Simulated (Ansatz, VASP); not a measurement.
**Two plane-wave programs on Sb**

```
CELL_PARAMETERS angstrom
0.17336 2.38853 2.49587
2.41731 0.06469 2.60454
2.32045 2.40035 0.16154
ATOMIC_POSITIONS crystal
Sb 0.00000 0.00000 0.00000
```

Change from the starting cell: cell sheared at random, sigma 0.03, atoms nudged by 0.01 Å.

Alike in both runs: functional PBEsol-based screened hybrid; k mesh 5 × 5 × 5; occupations fermi-dirac, width 0.05 eV; no spin polarisation.

|  | VASP | Ansatz |
| --- | --- | --- |
| version | VASP 6.6.1 | Ansatz 0.2.0 |
| potentials or method | VASP PAW PBE potentials, release 64 (Sb_d_GW) | Ansatz PAW |
| plane-wave cutoff (eV) | 400 | 420 |
| valence electrons in the cell | 15 | 15 |
| task | single point | band structure |

|  | VASP | Ansatz | Ansatz less VASP |
| --- | --- | --- | --- |
| gap on the k mesh at the Fermi level (eV) | none | none | - |
| pressure (GPa) | -2.1 | -1.6 | +0.45 |
| traceless stress, the component that is largest in VASP (GPa) | 1.80 | 1.81 | +0.011 |

VASP's potentials were made for PBE, not for PBEsol-based screened hybrid. A gap of «none» marks a metal or a gap that the smearing closes. With one functional, cell and mesh, what is left measures potentials, basis and numerics.

The k mesh is coarse, so the values compare programs but aren't converged. Spin-orbit coupling is off throughout.
